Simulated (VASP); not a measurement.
Runs of VASP 6.6.1 on CaO. The structure is that of space group Fm-3m (No. 225), or close to it. The cells are those of the table. 

```csv
level,cell,smearing,gap on the mesh (eV),pressure (GPa)
PBE,"a = 3.386 Å, angles 62.1°, 2 atoms",fermi-dirac 0.02 eV,(c),-1.6
PBE,"a = 3.385 Å, angles 62.8°, 2 atoms",fermi-dirac 0.02 eV,3.49,-2.9
PBE,"a = 3.394 Å, angles 58.6°, 2 atoms",fermi-dirac 0.02 eV,3.58,6.7
PBE,"a = 3.399 Å, angles 57.2°, 2 atoms",fermi-dirac 0.02 eV,3.49,10.8
PBE,"a = 3.396 Å, angles 57.9°, 2 atoms",fermi-dirac 0.02 eV,3.54,8.7
PBE,"a = 3.392 Å, angles 59.3°, 2 atoms",fermi-dirac 0.02 eV,3.61,4.8
PBE,"a = 3.387 Å, angles 61.4°, 2 atoms",fermi-dirac 0.02 eV,3.57,-0.1
r2SCAN,"a = 3.396 Å, angles 57.9°, 2 atoms",gaussian 0.01 eV,(b),(a)
```

Alike in all rows: task single point; potentials or basis VASP PAW PBE potentials, release 64 (Ca_sv, O); no spin polarisation; k mesh 10 × 10 × 10; cutoff (eV) 520.

Fill in the values left out.

(a) 6.8; (b) 4.09; (c) 3.53.

Caveats: the PAW data sets were made with another functional, which shifts forces and pressure a little (some runs).

A k mesh can miss the band edges.
